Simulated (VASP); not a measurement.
A run of VASP 6.6.1 is set up as follows.

Contents of INCAR:

```
SYSTEM = WS2
  PREC = Accurate
  ENCUT = 500
  EDIFF = 1E-6
  ISMEAR = 0
  SIGMA = 0.01
  LREAL = .FALSE.
  LASPH = .TRUE.
  NELM = 120
  ALGO = Normal
  ISIF = 2
  LWAVE = .FALSE.
  LCHARG = .FALSE.
  GGA = B5
  ALDAX = 1.0
  AGGAX = 1.0
  AGGAC = 1.0
  ALDAC = 0.0
  IVDW = 13
  VDW_S6 = 1.0
  VDW_S8 = 2.34076671
  VDW_A1 = 0.44488865
  VDW_A2 = 4.0933009
  NBANDS = 20
  GGA_COMPAT = .FALSE.
```

The input KPOINTS:

```
Automatic mesh
0
G
  10 10 10
  0 0 0
```

POSCAR

```
WS2
1.0
    1.5790000000      0.9116360751      6.1633333333
   -1.5790000000      0.9116360751      6.1633333333
    0.0000000000     -1.8232721501      6.1633333333
W S
1 2
Direct
    0.0000000000      0.0000000000      0.0000000000
    0.4190000000      0.4190000000      0.4190000000
    0.2497000000      0.2497000000      0.2497000000
```

Potentials or basis: VASP PAW PBE potentials, release 64 (W_sv, S).

Run with:

```bash
$ cat potpaw_PBE.64/W_sv/POTCAR potpaw_PBE.64/S/POTCAR > POTCAR
$ mpirun -np 1 vasp_std > vasp.out
```

**Question.** Estimate the largest force.

**Answer.** 0.964 eV/Å.

**Question.** What does it give for the pressure?

**Answer.** 4.8 GPa.

**Question.** Predict the band gap on the k mesh.

**Answer.** 1.09 eV (least direct gap 2.24 eV).

**Question.** Predict the dispersion energy per atom.

**Answer.** -0.848 eV.

Stress tensor (GPa, compression positive):
```
5.52 0.00 0.00
0.00 5.52 0.00
0.00 0.00 3.23
```

Caveat: the cell stands under pressure; the PAW data sets were made with another functional, which shifts forces and pressure a little; spin-orbit coupling is left out, which moves the levels of the heavy elements. A hybrid or GW would open this gap; BLYP tends to underestimate it.
